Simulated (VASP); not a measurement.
# AlNi3: single point with PBE

AlNi3:

```
CELL_PARAMETERS angstrom
0.00000 2.74840 2.74840
2.74840 0.00000 2.74840
2.74840 2.74840 0.00000
ATOMIC_POSITIONS crystal
Al 0.50000 0.50000 0.50000
Ni 0.25000 0.25000 0.25000
Ni 0.00000 0.00000 0.00000
Ni 0.75000 0.75000 0.75000
```

This cell differs from its parent crystal: volume scaled by 0.91.

- Program: VASP 6.6.1
- Task: single point
- Functional: PBE
- Potentials or basis: VASP PAW PBE potentials, release 64 (Al, Ni)
- Cutoff: 520 eV
- k mesh: 14 × 14 × 14
- Occupations: gaussian, width 0.1 eV
- Spin: no spin polarisation
- Dipole correction: no
- Further INCAR settings: ALGO = Fast; EDIFF = 1e-06; NBANDS = 24

```
Pressure : 20.8 GPa
```

Levels at points of the mesh, in eV from the Fermi level:
```tsv
k point	band 14	band 15	band 16	band 17	band 18	band 19
(0.00, 0.00, 0.00)	-0.61	-0.57	-0.57	5.64	5.64	5.64
(0.50, 0.00, 0.00)	-0.71	-0.52	-0.52	-0.15	4.48	4.48
(0.50, 0.50, 0.00)	-0.81	-0.65	-0.40	-0.38	-0.38	-0.03
```

Wall time 61 s on 1 thread of Intel(R) Xeon(R) 6975P-C (Granite Rapids) (shared host), peak memory 0.22 GiB.

 Spin polarisation is off, so any magnetic state and its effect on volume and gap are missing.
